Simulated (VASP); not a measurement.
# Zn (Fm-3m) in VASP: notebook, part 2 of 2

VASP 6.6.1.

### Step 4. Single point, PBEsol

Input file INCAR:

```
PREC     = Accurate       # precision mode
ENCUT    = 520            # plane-wave cutoff, eV
EDIFF    = 1E-7           # SCF threshold, eV
ISMEAR   = -1             # smearing method
SIGMA    = 0.05           # smearing width, eV
LREAL    = False          # projectors in reciprocal space
LASPH    = True           # aspherical terms in the spheres
NELM     = 60             # most SCF steps
ALGO     = Normal         # electronic algorithm
ISIF     = 2              # what is computed and relaxed
LWAVE    = False          # write WAVECAR
LCHARG   = False          # write CHGCAR
GGA      = PS             # functional
NBANDS   = 12             # bands
```

Input file KPOINTS:

```
Automatic mesh
0
Gamma
  7 7 7
```

Input file POSCAR:

```
Zn
1.0
    0.0000000000      1.9647760000      1.9647760000
    1.9647760000      0.0000000000      1.9647760000
    1.9647760000      1.9647760000      0.0000000000
Zn
1
Direct
    0.0000000000      0.0000000000      0.0000000000
```

Potentials or basis: VASP PAW PBE potentials, release 64 (Zn).

Command:

```sh
> cat potpaw_PBE.64/Zn/POTCAR > POTCAR
> mpirun -np 1 vasp_std > vasp.out
```

OUTCAR:

```text
PREC = Accurate
   ENCUT = 520
   EDIFF = 1E-7
   ISMEAR = -1
   LREAL = False
   LASPH = True
   NELM = 60
   ISIF = 2
   GGA = PS

 ion  position               nearest neighbor table
   1  0.000  0.000  0.000-

  LATTYP: Found a face centered cubic cell.
 ALAT       =     3.9295520000

  Lattice vectors:

 A1 = (   0.0000000000,   1.9647760000,   1.9647760000)
 A2 = (   1.9647760000,   0.0000000000,   1.9647760000)
 A3 = (   1.9647760000,   1.9647760000,   0.0000000000)

Analysis of symmetry for initial positions (statically):
=====================================================================
 Subroutine PRICEL returns:
 Original cell was already a primitive cell.

 Routine SETGRP: Setting up the symmetry group for a
 face centered cubic supercell.

 Subroutine GETGRP returns: Found 48 space group operations
 (whereof 48 operations were pure point group operations)
 out of a pool of 48 trial point group operations.

The static configuration has the point symmetry O_h .

Analysis of symmetry for dynamics (positions and initial velocities):
=====================================================================
 Subroutine PRICEL returns:
 Original cell was already a primitive cell.

 Routine SETGRP: Setting up the symmetry group for a
 face centered cubic supercell.

 Subroutine GETGRP returns: Found 48 space group operations
 (whereof 48 operations were pure point group operations)
 out of a pool of 48 trial point group operations.

The dynamic configuration has the point symmetry O_h .

 Subroutine INISYM returns: Found 48 space group operations
 (whereof 48 operations are pure point group operations),
 and found     1 'primitive' translations

----------------------------------------------------------------------------------------

[... 103 lines left out ...]
   IMIX   =      4    mixing-type and parameters
     AMIX     =   0.40;   BMIX     =  1.00
     AMIX_MAG =   1.60;   BMIX_MAG =  1.00
  volume/ion in A,a.u.               =      15.17       102.37
  Fermi-wavevector in a.u.,A,eV,Ry     =   1.514069  2.861175 31.190044  2.292404
  Thomas-Fermi vector in A             =   2.623775
   LORBIT       =      0    0 simple, 1 ext, 2 COOP (PROOUT), +10 PAW based schemes
   GGA     = PS    functional components
[... 5 lines left out ...]
 non-spin polarized calculation
  energy-cutoff  :      520.00
  volume of cell :       15.17
 maximum number of plane-waves:       418
 NGX is ok and might be reduce to    24
   NGX = 11   NGY = 11   NGZ = 11

 number of electron      12.0000008 magnetization

 Free energy of the ion-electron system (eV)
  ---------------------------------------------------
  ext. energy  EPLUGINS =         0.00000000
  ---------------------------------------------------
  free energy    TOTEN  =        -1.59551677 eV

  energy without entropy =       -1.59548265  energy(sigma->0) =       -1.59549971

 E-fermi :   2.8833     XC(G=0): -11.7248

 val. band max:        2.5107553876   @ k =  -0.4286   0.4286   0.0000
 cond. band min:       3.2349118737   @ k =   0.4286   0.0000   0.0000
 fundamental gap:      0.7241564861
 Fermi energy:         2.8833282908

 k-point     1 :       0.0000    0.0000    0.0000
  band No.  band energies     occupation
      1      -7.4584      2.00000
      2      -4.6768      2.00000
      3      -4.6768      2.00000
      4      -4.6768      2.00000
      5      -4.2942      2.00000
      6      -4.2942      2.00000
      7      21.1524      0.00000
      8      21.1524      0.00000
      9      21.1524      0.00000
     10      21.8261      0.00000
     11      23.9355      0.00000
     12      23.9355      0.00000
[... 271 lines left out ...]
 k-point    20 :      -0.2857    0.4286    0.1429
  band No.  band energies     occupation
      1      -5.0271      2.00000
      2      -4.8843      2.00000
      3      -4.6353      2.00000
      4      -4.2654      2.00000
      5      -3.9846      2.00000
      6       3.8529      0.00000
      7       4.6265      0.00000
      8       6.0980      0.00000
      9       9.6192      0.00000
     10      20.9696      0.00000
     11      26.2457      0.00000
     12      27.3132      0.00000

------------------------ aborting loop because EDIFF is reached ----------------------------------------

  FORCE on cell =-STRESS in cart. coord.  units (eV):
  Direction    XX          YY          ZZ          XY          YZ          ZX
  --------------------------------------------------------------------------------------
  -------------------------------------------------------------------------------------
  Total       -0.5118164     -0.5118164     -0.5118164     -0.0000000      0.0000000     -0.0000000
  in kB      -54.0574606    -54.0574606    -54.0574606     -0.0000000      0.0000000     -0.0000000
  external PRESSURE =     -54.0574606 kB  Pullay stress =       0.0000000 kB

 VOLUME and BASIS-vectors are now :
 -----------------------------------------------------------------------------
  energy-cutoff  :      520.00
  volume of cell :       15.17
      direct lattice vectors                 reciprocal lattice vectors
     0.000000000  1.964776000  1.964776000    -0.254481936  0.254481936  0.254481936
     1.964776000  0.000000000  1.964776000     0.254481936 -0.254481936  0.254481936
     1.964776000  1.964776000  0.000000000     0.254481936  0.254481936 -0.254481936

 POSITION                                       TOTAL-FORCE (eV/Angst)
 -----------------------------------------------------------------------------------
      0.00000      0.00000      0.00000         0.000000     -0.000000      0.000000
 -----------------------------------------------------------------------------------
    total drift:                               -0.000000      0.000000     -0.000000

  FREE ENERGIE OF THE ION-ELECTRON SYSTEM (eV)
  ---------------------------------------------------
  free  energy   TOTEN  =        -1.5955167693 eV

  energy  without entropy=       -1.5954826541  energy(sigma->0) =       -1.59549971
```

Wall time 3.9 s (1 thread of Intel Xeon 6975P-C (Granite Rapids), shared host); peak memory 0.13 GiB.

What came out:

| Property | Result |
| --- | --- |
| Free energy | -1.5955 eV |
| Pressure | -5.4 GPa |
| Band gap on the k mesh | zero (band 6 reaches 3.85 eV, above the bottom of band 7 at 2.25 eV) |

Levels at points of the mesh, in eV from the Fermi level:
```tsv
k point	band 2	band 3	band 4	band 5	band 6	band 7	band 8	band 9	band 10	band 11
(0.00, 0.00, 0.00)	-7.56	-7.56	-7.56	-7.18	-7.18	18.27	18.27	18.27	18.94	21.05
```

Caveat: the k points lie up to 0.40 Å⁻¹ apart; the PAW data sets were made with another functional, which shifts forces and pressure a little.

### Step 5. Single point, r2SCAN

POSCAR is that of step 4.

Input file INCAR.step1:

```
ALGO = Normal
EDIFF = 1E-4
ENCUT = 520
GGA = PE
ISMEAR = -1
LASPH = True
LCHARG = False
LREAL = False
LWAVE = True
NBANDS = 12
NELM = 80
PREC = Accurate
SIGMA = 0.05
```

Input file INCAR.step2:

```
ALGO = Normal
EDIFF = 1E-6
ENCUT = 520
ISIF = 2
ISMEAR = -1
ISTART = 1
LASPH = True
LCHARG = True
LELF = True
LMIXTAU = True
LREAL = False
LVHAR = True
LWAVE = False
METAGGA = R2SCAN
NBANDS = 12
NELM = 80
PREC = Accurate
SIGMA = 0.05
```

Input file KPOINTS:

```
k-points
0
Gamma
  7 7 7
```

Potentials or basis: VASP PAW PBE potentials, release 64 (Zn).

Command:

```sh
> cat potpaw_PBE.64/Zn/POTCAR > POTCAR
> cp INCAR.step1 INCAR
> mpirun -np 1 vasp_std > vasp.out
> cp INCAR.step2 INCAR
> mpirun -np 1 vasp_std > vasp.out
```

OUTCAR:

```text
EDIFF = 1E-6
   ENCUT = 520
   ISIF = 2
   ISMEAR = -1
   ISTART = 1
   LASPH = True
   LREAL = False
   METAGGA = R2SCAN
   NELM = 80
   PREC = Accurate

 ion  position               nearest neighbor table
   1  0.000  0.000  0.000-

  LATTYP: Found a face centered cubic cell.
 ALAT       =     3.9295520000

  Lattice vectors:

 A1 = (   0.0000000000,   1.9647760000,   1.9647760000)
 A2 = (   1.9647760000,   0.0000000000,   1.9647760000)
[... 471 lines left out ...]
      9      10.0370      0.00000
     10      21.9026      0.00000
     11      27.4858      0.00000
     12      28.4576      0.00000

------------------------ aborting loop because EDIFF is reached ----------------------------------------

  FORCE on cell =-STRESS in cart. coord.  units (eV):
  Direction    XX          YY          ZZ          XY          YZ          ZX
  --------------------------------------------------------------------------------------
  -------------------------------------------------------------------------------------
  Total       -0.4318861     -0.4318861     -0.4318861      0.0000000      0.0000000     -0.0000000
  in kB      -45.6153136    -45.6153136    -45.6153136      0.0000000      0.0000000     -0.0000000
  external PRESSURE =     -45.6153136 kB  Pullay stress =       0.0000000 kB

 VOLUME and BASIS-vectors are now :
 -----------------------------------------------------------------------------
  energy-cutoff  :      520.00
  volume of cell :       15.17
      direct lattice vectors                 reciprocal lattice vectors
     0.000000000  1.964776000  1.964776000    -0.254481936  0.254481936  0.254481936
     1.964776000  0.000000000  1.964776000     0.254481936 -0.254481936  0.254481936
     1.964776000  1.964776000  0.000000000     0.254481936  0.254481936 -0.254481936

 POSITION                                       TOTAL-FORCE (eV/Angst)
 -----------------------------------------------------------------------------------
      0.00000      0.00000      0.00000         0.000000      0.000000      0.000000
 -----------------------------------------------------------------------------------
    total drift:                                0.000000      0.000000     -0.000000

  FREE ENERGIE OF THE ION-ELECTRON SYSTEM (eV)
  ---------------------------------------------------
  free  energy   TOTEN  =        -8.9115620355 eV

  energy  without entropy=       -8.9115513890  energy(sigma->0) =       -8.91155671
```

OUTCAR.step1:

```text
EDIFF = 1E-4
   ENCUT = 520
   GGA = PE
   ISMEAR = -1
   LASPH = True
[... 508 lines left out ...]

 POSITION                                       TOTAL-FORCE (eV/Angst)
 -----------------------------------------------------------------------------------
      0.00000      0.00000      0.00000         0.000000      0.000000      0.000000
 -----------------------------------------------------------------------------------
    total drift:                                0.000000      0.000000     -0.000000

  FREE ENERGIE OF THE ION-ELECTRON SYSTEM (eV)
  ---------------------------------------------------
  free  energy   TOTEN  =        -1.1358517047 eV

  energy  without entropy=       -1.1358162362  energy(sigma->0) =       -1.13583397
```

OSZICAR.step1:

```text
N       E                     dE             d eps       ncg     rms          rms(c)
DAV:   1     0.414753580374E+02    0.41475E+02   -0.65624E+03   500   0.154E+03
DAV:   2    -0.312665971846E-01   -0.41507E+02   -0.39798E+02   500   0.218E+02
DAV:   3    -0.123215085520E+01   -0.12009E+01   -0.11991E+01   588   0.365E+01
DAV:   4    -0.123460634170E+01   -0.24555E-02   -0.24554E-02   548   0.158E+00
DAV:   5    -0.123460814075E+01   -0.17991E-05   -0.17993E-05   432   0.438E-02    0.277E+00
DAV:   6    -0.114243382646E+01    0.92174E-01   -0.49295E-01   584   0.142E+01    0.210E+00
DAV:   7    -0.113788119287E+01    0.45526E-02   -0.86701E-03   512   0.181E+00    0.107E+00
DAV:   8    -0.113584396233E+01    0.20372E-02   -0.11124E-03   572   0.477E-01    0.375E-02
DAV:   9    -0.113585170472E+01   -0.77424E-05   -0.74221E-05   364   0.121E-01
   1 F= -.11358517E+01 E0= -.11358340E+01  d E =-.354685E-04
```

Run time: 12 s. Hardware: 1 thread of Intel Xeon 6975P-C (Granite Rapids), shared host; peak memory 0.14 GiB.

Results:

| Property | Result |
| --- | --- |
| Free energy | -8.9116 eV |
| Pressure | -4.6 GPa |
| Band gap on the k mesh | zero (band 6 reaches 3.98 eV, above the bottom of band 7 at 2.33 eV) |

Levels at points of the mesh, in eV from the Fermi level:
```tsv
k point	band 3	band 4	band 5	band 6	band 7	band 8	band 9	band 10
(0.00, 0.00, 0.00)	-7.91	-7.91	-7.52	-7.52	19.38	19.38	19.38	19.73
```

Caveat: the k points lie up to 0.40 Å⁻¹ apart; the PAW data sets were made with another functional, which shifts forces and pressure a little.

### Step 6. Single point, PBEsol

This run uses another cell than the first one, of 11.54 Å³/atom, 0.761 times its volume.

Input file INCAR:

```
PREC = Accurate
ENCUT = 520
EDIFF = 1E-6
ISMEAR = -1
SIGMA = 0.05
LREAL = F
LASPH = T
NELM = 80
ALGO = Fast
ISIF = 2
LWAVE = F
LCHARG = F
GGA = PS
NBANDS = 12
```

Input file KPOINTS:

```
Automatic mesh
0
Gamma
  12 12 12
```

Input file POSCAR:

```
Zn
1.0
    0.0000000000      1.7938441634      1.7938441634
    1.7938441634      0.0000000000      1.7938441634
    1.7938441634      1.7938441634      0.0000000000
Zn
1
Direct
    0.0000000000      0.0000000000      0.0000000000
```

Potentials or basis: VASP PAW PBE potentials, release 64 (Zn).

Command:

```sh
> cat potpaw_PBE.64/Zn/POTCAR > POTCAR
> mpirun -np 1 vasp_std > vasp.out
```

Run time: 6 s. Hardware: 1 thread of Intel Xeon 6975P-C (Granite Rapids), shared host; peak memory 0.12 GiB.

The run converged. Its results:

| Property | Result |
| --- | --- |
| Free energy | -1.3489 eV |
| Pressure | 30.9 GPa |
| Band gap on the k mesh | zero (band 6 reaches 7.60 eV, above the bottom of band 7 at 4.31 eV) |

Levels at points of the mesh, in eV from the Fermi level:
```
           k point  band 3  band 4  band 5  band 6  band 7  band 8  band 9  band 10
(0.00, 0.00, 0.00)   -8.73   -8.73   -8.10   -8.10   20.81   22.08   22.08    22.08
(0.50, 0.00, 0.00)   -8.75   -7.64   -7.64   -4.45   -1.06   18.52   18.52    19.12
(0.50, 0.50, 0.00)   -7.66   -7.53   -7.53   -2.02    2.61    9.67    9.67    13.83
```

Caveat: the PAW data sets were made with another functional, which shifts forces and pressure a little.

### Step 7. The runs side by side

| task | level | potentials or basis | cell | k mesh | cutoff (eV) | gap on the mesh (eV) | pressure (GPa) |
| --- | --- | --- | --- | --- | --- | --- | --- |
| relaxation of cell and atoms | PBEsol | VASP PAW PBE potentials, release 64 (Zn) | relaxed to 30 GPa from a = 2.779 Å, angles 60.0°, 1 atom | 12 × 12 × 12 | 600 | none | 30.0 |
| single point | LDA | VASP PAW LDA potentials, release 64 (Zn) | a = 2.779 Å, angles 60.0°, 1 atom | 7 × 7 × 7 | 520 | none | -8.7 |
| single point | PBEsol | VASP PAW PBE potentials, release 64 (Zn) | a = 2.779 Å, angles 60.0°, 1 atom | 7 × 7 × 7 | 520 | none | -5.4 |
| single point | r2SCAN | VASP PAW PBE potentials, release 64 (Zn) | a = 2.779 Å, angles 60.0°, 1 atom | 7 × 7 × 7 | 520 | none | -4.6 |
| single point | PBEsol | VASP PAW PBE potentials, release 64 (Zn) | a = 2.537 Å, angles 60.0°, 1 atom | 12 × 12 × 12 | 520 | none | 30.9 |

Alike in all rows: no spin polarisation; smearing fermi-dirac 0.05 eV.

Caveats: some runs use coarse meshes; the PAW data sets were made with another functional, which shifts forces and pressure a little (some runs); the cell is relaxed towards a set pressure, so the enthalpy falls and the energy may rise (some runs); the volume moved by over 15 % at a fixed basis, so the end points are rough (some runs).

Absolute energies hang on the potentials; compare differences alone.
